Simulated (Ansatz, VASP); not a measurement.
Two plane-wave programs on NaI

File INCAR:

```
SYSTEM = NaI
  PREC = Accurate
  ENCUT = 500
  EDIFF = 1E-6
  ISMEAR = 0
  SIGMA = 0.1
  LREAL = .False.
  LASPH = .True.
  NELM = 120
  ALGO = Normal
  ISIF = 2
  LWAVE = .False.
  LCHARG = .False.
  GGA = PE
  NBANDS = 14
  GGA_COMPAT = .False.
```

KPOINTS

```
regular mesh
0
Gamma
  6 6 6
  0 0 0
```

POSCAR

```
NaI
1.0
    0.0000000000      3.2186570000      3.2186570000
    3.2186570000      0.0000000000      3.2186570000
    3.2186570000      3.2186570000      0.0000000000
Na I
1 1
Direct
    0.0000000000      0.0000000000      0.0000000000
    0.5000000000      0.5000000000      0.5000000000
```

Input for Ansatz:

```yaml
crystal:
  lattice:
    - [0.0, 3.218657, 3.218657]
    - [3.218657, 0.0, 3.218657]
    - [3.218657, 3.218657, 0.0]
  atoms:
    - { symbol: Na, position: [0.0, 0.0, 0.0] }
    - { symbol: I, position: [0.5, 0.5, 0.5] }
basis:
  ecutwfc: 420
kpoints:
  mp_grid: { grid: [6, 6, 6] }
hamiltonian:
  xc: pbe
scf:
  occupations: { method: gaussian, width: 0.1 }
output:
  forces: true
  stress: true
  eigenvalues: true
```

Alike in both runs: task single point; functional PBE; k mesh 6 × 6 × 6; occupations gaussian, width 0.1 eV; no spin polarisation.

|  | VASP | Ansatz |
| --- | --- | --- |
| version | VASP 6.6.1 | Ansatz 0.2.0 |
| potentials or method | VASP PAW PBE potentials, release 64 (Na_pv, I), cutoff 500 eV | scalar-relativistic, plane waves, PAW |
| valence electrons in the cell | 14 | 26 |

|  | VASP | Ansatz | Ansatz less VASP |
| --- | --- | --- | --- |
| gap on the k mesh at the Fermi level (eV) | 3.68 | 3.69 | +0.004 |
| least direct gap on the mesh (eV) | 3.68 | 3.69 | +0.004 |
| pressure (GPa) | 0.7 | 0.7 | -0.02 |

VASP's potentials hold 14 valence electrons a cell and Ansatz's 26, so a difference there can come from the potentials and not from the codes.

Neither program's run includes spin-orbit coupling.
